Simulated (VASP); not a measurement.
# AgBr (Fm-3m) in VASP: further runs

The runs below take AgBr through single point, relaxation of cell and atoms, with PBE, r2SCAN, PBE0.

Everything below comes from runs of VASP 6.6.1. Logs are shortened: lines on timing, memory, paths and dates and some standing lists are left out, and cuts for length are marked.

**1. The cell of the first run**

Symmetry: Fm-3m, No. 225, cubic system. Conventional cell: a = 5.840 Å, b = 5.840 Å, c = 5.840 Å, α = 90.00°, β = 90.00°, γ = 90.00°. Within 3.8 Å of Ag (site symmetry m-3m) lie 6 Br at 2.92 Å. Br (site symmetry m-3m) has 6 Ag at 2.92 Å within 3.8 Å.

**2. Single point, PBE**

INCAR reads:

```
PREC = Accurate
ENCUT = 500
EDIFF = 1E-6
ISMEAR = -1
SIGMA = 0.02
LREAL = False
LASPH = True
NELM = 120
ALGO = Normal
ISIF = 2
LWAVE = False
LCHARG = False
GGA = PE
NBANDS = 16
GGA_COMPAT = False
```

KPOINTS reads:

```
regular mesh
0
Gamma
  8 8 8
```

POSCAR reads:

```
AgBr
1.0
    0.0000000000      2.9200234526      2.9200234526
    2.9200234526      0.0000000000      2.9200234526
    2.9200234526      2.9200234526      0.0000000000
Ag Br
1 1
Direct
    0.0000000000      0.0000000000      0.0000000000
    0.5000000000      0.5000000000      0.5000000000
```

Potentials or basis: VASP PAW PBE potentials, release 64 (Ag, Br).

Launch:

```
> cat potpaw_PBE.64/Ag/POTCAR potpaw_PBE.64/Br/POTCAR > POTCAR
> mpirun -np 1 vasp_std > vasp.out
```

OUTCAR:

```text
PREC = Accurate
   ENCUT = 500
   EDIFF = 1E-6
   ISMEAR = -1
   LREAL = False
   LASPH = True
   NELM = 120
   ISIF = 2
   GGA = PE

 ion  position               nearest neighbor table
   1  0.000  0.000  0.000-   2 2.92   2 2.92   2 2.92   2 2.92   2 2.92   2 2.92
   2  0.500  0.500  0.500-   1 2.92   1 2.92   1 2.92   1 2.92   1 2.92   1 2.92

  LATTYP: Found a face centered cubic cell.
 ALAT       =     5.8400469052

  Lattice vectors:

 A1 = (   0.0000000000,   2.9200234526,   2.9200234526)
 A2 = (   2.9200234526,   0.0000000000,   2.9200234526)
 A3 = (   2.9200234526,   2.9200234526,   0.0000000000)

Analysis of symmetry for initial positions (statically):
=====================================================================
 Subroutine PRICEL returns:
 Original cell was already a primitive cell.

 Routine SETGRP: Setting up the symmetry group for a
 face centered cubic supercell.

 Subroutine GETGRP returns: Found 48 space group operations
 (whereof 48 operations were pure point group operations)
 out of a pool of 48 trial point group operations.

The static configuration has the point symmetry O_h .

Analysis of symmetry for dynamics (positions and initial velocities):
=====================================================================
 Subroutine PRICEL returns:
 Original cell was already a primitive cell.

 Routine SETGRP: Setting up the symmetry group for a
 face centered cubic supercell.

 Subroutine GETGRP returns: Found 48 space group operations
 (whereof 48 operations were pure point group operations)
 out of a pool of 48 trial point group operations.

The dynamic configuration has the point symmetry O_h .

 Subroutine INISYM returns: Found 48 space group operations
 (whereof 48 operations are pure point group operations),
 and found     1 'primitive' translations

----------------------------------------------------------------------------------------

                                     Primitive cell

  volume of cell :      49.7954

  direct lattice vectors                    reciprocal lattice vectors
     0.000000000  2.920023453  2.920023453    -0.171231501  0.171231501  0.171231501
     2.920023453  0.000000000  2.920023453     0.171231501 -0.171231501  0.171231501
     2.920023453  2.920023453  0.000000000     0.171231501  0.171231501 -0.171231501

  length of vectors
     4.129536769  4.129536769  4.129536769     0.296581660  0.296581660  0.296581660

  position of ions in fractional coordinates (direct lattice)
     0.000000000  0.000000000  0.000000000
     0.500000000  0.500000000  0.500000000

  ion indices of the primitive-cell ions
   primitive index   ion index
                 1           1
                 2           2

----------------------------------------------------------------------------------------

 KPOINTS: regular mesh

Automatic generation of k-mesh.
 Grid dimensions read from file:
 generate k-points for:    8    8    8

 Generating k-lattice:

  Cartesian coordinates                     Fractional coordinates (reciprocal lattice)
    -0.021403938  0.021403938  0.021403938     0.125000000  0.000000000  0.000000000
     0.021403938 -0.021403938  0.021403938     0.000000000  0.125000000  0.000000000
     0.021403938  0.021403938 -0.021403938     0.000000000  0.000000000  0.125000000

  Length of vectors
     0.037072708  0.037072708  0.037072708

  Shift w.r.t. Gamma in fractional coordinates (k-lattice)
     0.000000000  0.000000000  0.000000000

 Subroutine IBZKPT returns following result:
 ===========================================

 Found     29 irreducible k-points:

 Following reciprocal coordinates:
            Coordinates               Weight
  0.000000  0.000000  0.000000      1.000000
  0.125000  0.000000  0.000000      8.000000
  0.250000  0.000000  0.000000      8.000000
  0.375000  0.000000  0.000000      8.000000
  0.500000  0.000000  0.000000      4.000000
  0.125000  0.125000  0.000000      6.000000
[... 16 lines left out ...]
  0.500000  0.250000  0.125000     48.000000
 -0.375000  0.250000  0.125000     24.000000
 [... further k-points ...]
   k-points           NKPTS =     29   k-points in BZ     NKDIM =     29   number of bands    NBANDS=     16
   number of dos      NEDOS =    301   number of ions     NIONS =      2
   total plane-waves  NPLWV =  27000
   dimension x,y,z NGX =    30 NGY =   30 NGZ =   30
   dimension x,y,z NGXF=    60 NGYF=   60 NGZF=   60
   ions per type =               1   1
   NGX,Y,Z   is equivalent  to a cutoff of  12.08, 12.08, 12.08 a.u.
   NGXF,Y,Z  is equivalent  to a cutoff of  24.15, 24.15, 24.15 a.u.
 SYSTEM =  unknown system
   PREC   = accura    normal or accurate (medium, high low for compatibility)
   ISTART =      0    job   : 0-new  1-cont  2-samecut
   ICHARG =      2    charge: 1-file 2-atom 10-const
   ISPIN  =      1    spin polarized calculation?
   LNONCOLLINEAR =      F non collinear calculations
   LSORBIT =      F    spin-orbit coupling
[... 26 lines left out ...]
  Thomas-Fermi vector in A             =   2.302706
   LORBIT       =      0    0 simple, 1 ext, 2 COOP (PROOUT), +10 PAW based schemes
   GGA     = PE    functional components
   LHFCALC =     F    Hartree Fock is set to
   AEXX    =    0.0000 exact exchange contribution
   IVDW    =     0    specifies the selected vdW correction
   LEPSILON=     F    determine dielectric tensor
   LRPA    =     F    only Hartree local field effects (RPA)
 non-spin polarized calculation
  energy-cutoff  :      500.00
  volume of cell :       49.80
 maximum number of plane-waves:      1283
   NGX = 15   NGY = 15   NGZ = 15

 number of electron      18.0000001 magnetization

 Free energy of the ion-electron system (eV)
  ---------------------------------------------------
  ext. energy  EPLUGINS =         0.00000000
  ---------------------------------------------------
  free energy    TOTEN  =        -5.00027205 eV

  energy without entropy =       -5.00027205  energy(sigma->0) =       -5.00027205

 E-fermi :   3.3694     XC(G=0):  -9.5987

 val. band max:        3.0030126047   @ k =   0.5000   0.0000   0.0000
 cond. band min:       3.6900962112   @ k =   0.0000   0.0000   0.0000
 fundamental gap:      0.6870836065
 Fermi energy:         3.3694027852

 k-point     1 :       0.0000    0.0000    0.0000
  band No.  band energies     occupation
      1     -11.7544      2.00000
      2       0.4147      2.00000
      3       0.4147      2.00000
      4       0.4151      2.00000
      5       0.4151      2.00000
      6       0.4151      2.00000
[... 8 lines left out ...]
     15      14.5775      0.00000
     16      14.5775      0.00000

 k-point     2 :       0.1250    0.0000    0.0000
  band No.  band energies     occupation
      1     -11.7021      2.00000
      2       0.0536      2.00000
      3       0.0536      2.00000
      4       0.1048      2.00000
      5       0.4528      2.00000
      6       0.4528      2.00000
[... 8 lines left out ...]
     15      13.8573      0.00000
     16      14.2342      0.00000

 k-point     3 :       0.2500    0.0000    0.0000
  band No.  band energies     occupation
      1     -11.5709      2.00000
      2      -0.8184      2.00000
      3      -0.4215      2.00000
      4      -0.4215      2.00000
      5       0.5461      2.00000
      6       0.5461      2.00000
[... 8 lines left out ...]
     15      14.3270      0.00000
     16      14.3270      0.00000

 k-point     4 :       0.3750    0.0000    0.0000
  band No.  band energies     occupation
      1     -11.4319      2.00000
      2      -1.5718      2.00000
      3      -0.7416      2.00000
      4      -0.7416      2.00000
      5       0.6424      2.00000
      6       0.6424      2.00000
[... 8 lines left out ...]
     15      15.3694      0.00000
     16      15.3694      0.00000
[... 324 lines left out ...]
 k-point    22 :       0.3750    0.2500    0.1250
  band No.  band energies     occupation
      1     -11.4881      2.00000
      2      -1.1944      2.00000
      3      -0.4754      2.00000
      4      -0.1106      2.00000
      5       0.5040      2.00000
      6       0.6236      2.00000
[... 8 lines left out ...]
     15      16.3286      0.00000
     16      16.8323      0.00000

 k-point    23 :       0.5000    0.2500    0.1250
  band No.  band energies     occupation
      1     -11.3869      2.00000
      2      -1.3871      2.00000
      3      -0.7390      2.00000
      4      -0.4689      2.00000
      5       0.5841      2.00000
      6       0.6875      2.00000
[... 8 lines left out ...]
     15      16.6193      0.00000
     16      16.8550      0.00000

 k-point    24 :      -0.3750    0.2500    0.1250
  band No.  band energies     occupation
      1     -11.3438      2.00000
      2      -1.4450      2.00000
      3      -0.7562      2.00000
      4      -0.7386      2.00000
      5       0.6396      2.00000
      6       0.6906      2.00000
[... 8 lines left out ...]
     15      15.4410      0.00000
     16      17.1671      0.00000

 [... further k-points ...]

------------------------ aborting loop because EDIFF is reached ----------------------------------------

  FORCE on cell =-STRESS in cart. coord.  units (eV):
  Direction    XX          YY          ZZ          XY          YZ          ZX
  --------------------------------------------------------------------------------------
  -------------------------------------------------------------------------------------
  Total       -0.0053497     -0.0053497     -0.0053497      0.0000000      0.0000000     -0.0000000
  in kB       -0.1721289     -0.1721289     -0.1721289      0.0000000      0.0000000     -0.0000000
  external PRESSURE =      -0.1721289 kB  Pullay stress =       0.0000000 kB

 VOLUME and BASIS-vectors are now :
 -----------------------------------------------------------------------------
  energy-cutoff  :      500.00
  volume of cell :       49.80
      direct lattice vectors                 reciprocal lattice vectors
     0.000000000  2.920023453  2.920023453    -0.171231501  0.171231501  0.171231501
     2.920023453  0.000000000  2.920023453     0.171231501 -0.171231501  0.171231501
     2.920023453  2.920023453  0.000000000     0.171231501  0.171231501 -0.171231501

 POSITION                                       TOTAL-FORCE (eV/Angst)
 -----------------------------------------------------------------------------------
      0.00000      0.00000      0.00000         0.000000     -0.000000      0.000000
      2.92002      2.92002      2.92002         0.000000      0.000000     -0.000000
 -----------------------------------------------------------------------------------
    total drift:                               -0.000000      0.000000      0.000000

  FREE ENERGIE OF THE ION-ELECTRON SYSTEM (eV)
  ---------------------------------------------------
  free  energy   TOTEN  =        -5.0002720505 eV

  energy  without entropy=       -5.0002720501  energy(sigma->0) =       -5.00027205
```

Run time: 11 s. Hardware: 1 thread of Intel Xeon 6975P-C (Granite Rapids), shared host; peak memory 0.17 GiB.

What came out:

```yaml
Free_energy: -5.0003 eV
Pressure: 0.0 GPa
Band_gap_on_the_k_mesh: 0.69 eV, indirect (least direct gap 2.44 eV)
```

Levels at points of the mesh, in eV from the valence-band top:
```csv
k point,band 6,band 7,band 8,band 9,band 10,band 11,band 12,band 13
"(0.00, 0.00, 0.00)",-2.59,-1.75,-1.75,-1.75,0.69,9.93,9.93,9.93
"(0.50, 0.00, 0.00)",-2.32,-2.00,0.00,0.00,3.88,6.29,6.86,6.86
"(0.50, 0.50, 0.00)",-2.45,-2.23,-2.23,-2.16,1.71,7.15,8.86,10.80
```

A k mesh can miss the band edges. A hybrid or GW would open this gap; PBE tends to underestimate it.

**3. Relaxation of cell and atoms, PBE**

This run uses another cell than the first one, of 20.49 Å³/atom, 0.823 times its volume.

INCAR reads:

```
SYSTEM = AgBr
PREC     = Accurate       ! precision mode
ENCUT    = 500            ! plane-wave cutoff, eV
EDIFF    = 1E-7           ! SCF threshold, eV
ISMEAR   = -1             ! smearing method
SIGMA    = 0.02           ! smearing width, eV
LREAL    = .False.        ! projectors in reciprocal space
LASPH    = .True.         ! aspherical terms in the spheres
NELM     = 120            ! most SCF steps
ALGO     = Normal         ! electronic algorithm
ISIF     = 3              ! what is computed and relaxed
LWAVE    = .False.        ! write WAVECAR
LCHARG   = .False.        ! write CHGCAR
GGA      = PE             ! functional
IBRION   = 2              ! ionic algorithm
NSW      = 80             ! ionic steps
EDIFFG   = -0.005         ! ionic threshold
GGA_COMPAT= .False.      
NELMIN   = 4
```

KPOINTS reads:

```
Automatic mesh
0
Gamma
  8 8 8
  0 0 0
```

POSCAR reads:

```
AgBr
1.0
    0.0000000000      2.7363110000      2.7363110000
    2.7363110000      0.0000000000      2.7363110000
    2.7363110000      2.7363110000      0.0000000000
Ag Br
1 1
Direct
    0.0000000000      0.0000000000      0.0000000000
    0.5000000000      0.5000000000      0.5000000000
```

Potentials or basis: VASP PAW PBE potentials, release 64 (Ag, Br).

Launch:

```
> cat potpaw_PBE.64/Ag/POTCAR potpaw_PBE.64/Br/POTCAR > POTCAR
> mpirun -np 1 vasp_std > vasp.out
```

Run time: 26 s. Hardware: 1 thread of Intel Xeon 6975P-C (Granite Rapids), shared host; peak memory 0.16 GiB.

It converged, with:

* Free energy: -4.9989 eV
* Relaxed volume: 24.87 Å³/atom
* Relaxed cell: a = 4.128 Å, b = 4.128 Å, c = 4.128 Å, α = 60.00°, β = 60.00°, γ = 60.00°
* Space group after relaxing (to 0.05 Å): Fm-3m (No. 225)
* Energy gained by relaxing: 142.2 meV/atom
* Ionic steps: 5
* Pressure after relaxing: 0.0 GPa
* Band gap on the k mesh: 0.69 eV, indirect (least direct gap 2.44 eV)

Step by step:
```tsv
step	energy change (eV)	largest force (eV/Å)	pressure (GPa)	volume (Å³)
1	0.0000	0.0000	12.72	40.98
2	-0.2779	0.0000	-1.20	51.40
3	-0.2843	0.0000	0.11	49.59
4	-0.2844	0.0000	-0.04	49.78
5	-0.2844	0.0000	0.00	49.74
```

Final structure:
```
Ag Br
1.0
     0.00000    2.91888    2.91888
     2.91888    0.00000    2.91888
     2.91888    2.91888    0.00000
Ag Br
1 1
Direct
  0.00000 0.00000 0.00000
  0.50000 0.50000 0.50000
```

Levels at points of the mesh, in eV from the valence-band top:
```csv
k point,band 5,band 6,band 7,band 8,band 9,band 10,band 11,band 12,band 13
"(0.00, 0.00, 0.00)",-2.59,-2.59,-1.76,-1.76,-1.76,0.69,9.93,9.93,9.93
"(0.50, 0.00, 0.00)",-2.32,-2.32,-2.00,0.00,0.00,3.87,6.30,6.86,6.86
"(0.50, 0.50, 0.00)",-2.58,-2.45,-2.23,-2.23,-2.16,1.70,7.15,8.86,10.80
```

Caveat: the volume moved by over 15 % at a fixed basis, so the end points are rough. A hybrid or GW would open this gap; PBE tends to underestimate it.

**4. Single point, r2SCAN**

This run uses another cell than the first one, of 24.21 Å³/atom, 0.972 times its volume.

POSCAR reads:

```
AgBr
1.0
    0.0000000000      2.8927333520      2.8927333520
    2.8927333520      0.0000000000      2.8927333520
    2.8927333520      2.8927333520      0.0000000000
Ag Br
1 1
Direct
    0.0000000000      0.0000000000      0.0000000000
    0.5000000000      0.5000000000      0.5000000000
```

INCAR.step1 reads:

```
ALGO = Normal ; EDIFF = 1E-5
ENCUT = 550 ; GGA = PE
GGA_COMPAT = False ; ISMEAR = 0
LASPH = True ; LCHARG = False
LREAL = False ; LWAVE = True
NBANDS = 16 ; NELM = 120
PREC = Accurate ; SIGMA = 0.01
```

INCAR.step2 reads:

```
ALGO = Normal ; EDIFF = 1E-6
ENCUT = 550 ; GGA_COMPAT = False
ISIF = 2 ; ISMEAR = 0
ISTART = 1 ; LASPH = True
LCHARG = False ; LMIXTAU = True
LREAL = False ; LWAVE = False
METAGGA = R2SCAN ; NBANDS = 16
NELM = 120 ; PREC = Accurate
SIGMA = 0.01
```

KPOINTS reads:

```
k-points
0
Gamma
  8 8 8
```

Launch:

```
> cat potpaw_PBE.64/Ag/POTCAR potpaw_PBE.64/Br/POTCAR > POTCAR
> cp INCAR.step1 INCAR
> mpirun -np 1 vasp_std > vasp.out
> cp INCAR.step2 INCAR
> mpirun -np 1 vasp_std > vasp.out
```

It took 37 s on 1 thread of Intel Xeon 6975P-C (Granite Rapids), shared host; peak memory 0.19 GiB.

It converged, with:

```
Free energy            : -35.5144 eV
Pressure               : -0.1 GPa
Band gap on the k mesh : 1.25 eV, indirect (least direct gap 3.19 eV)
```

Levels at points of the mesh, in eV from the valence-band top:
| k point | band 6 | band 7 | band 8 | band 9 | band 10 | band 11 | band 12 | band 13 |
| --- | --- | --- | --- | --- | --- | --- | --- | --- |
| (0.00, 0.00, 0.00) | -2.67 | -1.94 | -1.94 | -1.94 | 1.25 | 10.42 | 10.42 | 10.42 |
| (0.50, 0.00, 0.00) | -2.40 | -2.06 | 0.00 | 0.00 | 4.31 | 7.09 | 7.41 | 7.41 |
| (0.50, 0.50, 0.00) | -2.52 | -2.30 | -2.30 | -2.19 | 2.19 | 7.45 | 9.61 | 11.77 |

Caveat: the PAW data sets were made with another functional, which shifts forces and pressure a little.

**5. Single point, PBE0**

This run uses another cell than the first one, of 24.21 Å³/atom, 0.972 times its volume.

POSCAR is that of step 4.

INCAR.step1 reads:

```
SYSTEM = AgBr
ALGO = Normal
EDIFF = 1E-5
ENCUT = 400
GGA = PE
GGA_COMPAT = .FALSE.
ISIF = 2
ISMEAR = 0
LASPH = .TRUE.
LREAL = .FALSE.
LWAVE = .TRUE.
NBANDS = 16
NELM = 120
PREC = Accurate
SIGMA = 0.01
```

INCAR.step2 reads:

```
SYSTEM = AgBr
AEXX = 0.25
ALGO = Normal
EDIFF = 1E-6
ENCUT = 400
GGA = PE
GGA_COMPAT = .FALSE.
ISIF = 2
ISMEAR = 0
ISTART = 1
LASPH = .TRUE.
LCHARG = .TRUE.
LELF = .TRUE.
LHFCALC = .TRUE.
LREAL = .FALSE.
LVHAR = .TRUE.
LWAVE = .FALSE.
NBANDS = 16
NELM = 120
PREC = Accurate
PRECFOCK = Normal
SIGMA = 0.01
```

KPOINTS reads:

```
k-points
0
G
  6 6 6
  0 0 0
```

Launch:

```
> cat potpaw_PBE.64/Ag/POTCAR potpaw_PBE.64/Br/POTCAR > POTCAR
> cp INCAR.step1 INCAR
> mpirun -np 1 vasp_std > vasp.out
> cp INCAR.step2 INCAR
> mpirun -np 1 vasp_std > vasp.out
```

Run time: 23 min. Hardware: 1 thread of Intel Xeon 6975P-C (Granite Rapids), shared host; peak memory 0.19 GiB.

Results (log left out):

```
Free energy            : -6.6515 eV
Pressure               : 0.5 GPa
Band gap on the k mesh : 2.68 eV, indirect (least direct gap 4.44 eV)
```

Levels at points of the mesh, in eV from the valence-band top:
```csv
k point,band 5,band 6,band 7,band 8,band 9,band 10,band 11,band 12,band 13,band 14
"(0.00, 0.00, 0.00)",-3.26,-3.26,-1.76,-1.76,-1.76,2.68,12.06,12.06,12.06,13.19
"(0.50, 0.00, 0.00)",-2.98,-2.98,-2.49,0.00,0.00,5.72,8.96,8.96,9.01,14.37
"(0.50, 0.50, 0.00)",-2.88,-2.88,-2.80,-2.71,-2.71,3.79,9.01,11.26,13.43,13.43
```

Caveat: the PAW data sets were made with another functional, which shifts forces and pressure a little.

**6. The runs side by side**

```tsv
task	level	cell	k mesh	cutoff (eV)	smearing	grid for exact exchange (PRECFOCK)	gap on the mesh (eV)	pressure (GPa)
single point	PBE	a = 4.130 Å, angles 60.0°, 2 atoms	8 × 8 × 8	500	fermi-dirac 0.02 eV	-	0.69	0.0
relaxation of cell and atoms	PBE	relaxed from a = 3.870 Å, angles 60.0°, 2 atoms	8 × 8 × 8	500	fermi-dirac 0.02 eV	-	0.69	0.0
single point	r2SCAN	a = 4.091 Å, angles 60.0°, 2 atoms	8 × 8 × 8	550	gaussian 0.01 eV	-	1.25	-0.1
single point	PBE0	a = 4.091 Å, angles 60.0°, 2 atoms	6 × 6 × 6	400	gaussian 0.01 eV	Normal	2.68	0.5
```

Alike in all rows: potentials or basis VASP PAW PBE potentials, release 64 (Ag, Br); no spin polarisation.

Caveats: the PAW data sets were made with another functional, which shifts forces and pressure a little (some runs); the volume moved by over 15 % at a fixed basis, so the end points are rough (some runs).

Total energies depend on the potentials used, so only differences within one code and one set of settings carry meaning.
